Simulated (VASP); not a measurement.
Re: single point with LDA

The system is Re.

```
CELL_PARAMETERS angstrom
-1.42657 1.42657 1.42657
1.42657 -1.42657 1.42657
1.42657 1.42657 -1.42657
ATOMIC_POSITIONS crystal
Re 0.00000 0.00000 0.00000
```

| Quantity | Value |
| --- | --- |
| Program | VASP 6.6.1 |
| Task | single point |
| Functional | LDA |
| Potentials or basis | VASP PAW LDA potentials, release 64 (Re) |
| Cutoff | 520 eV |
| k mesh | 19 × 19 × 19 |
| Occupations | fermi-dirac, width 0.08 eV |
| Spin | no spin polarisation |
| Dipole correction | no |
| Further INCAR settings | ALGO = Normal; EDIFF = 1e-07; NBANDS = 10 |

| Quantity | Value |
| --- | --- |
| Pressure | 147.2 GPa |

Levels at points of the mesh, in eV from the Fermi level:
```tsv
k point	band 1	band 2	band 3	band 4	band 5	band 6	band 7
(0.00, 0.00, 0.00)	-12.48	-3.69	-3.69	-3.69	0.93	0.93	15.94
```

Run time: 18 s on 1 thread of Intel(R) Xeon(R) Platinum 8259CL CPU @ 2.50GHz (Skylake/Cascade Lake), with other jobs on the host, peak memory 0.14 GiB.

Caveat: spin-orbit coupling is left out, which moves the levels of the heavy elements.
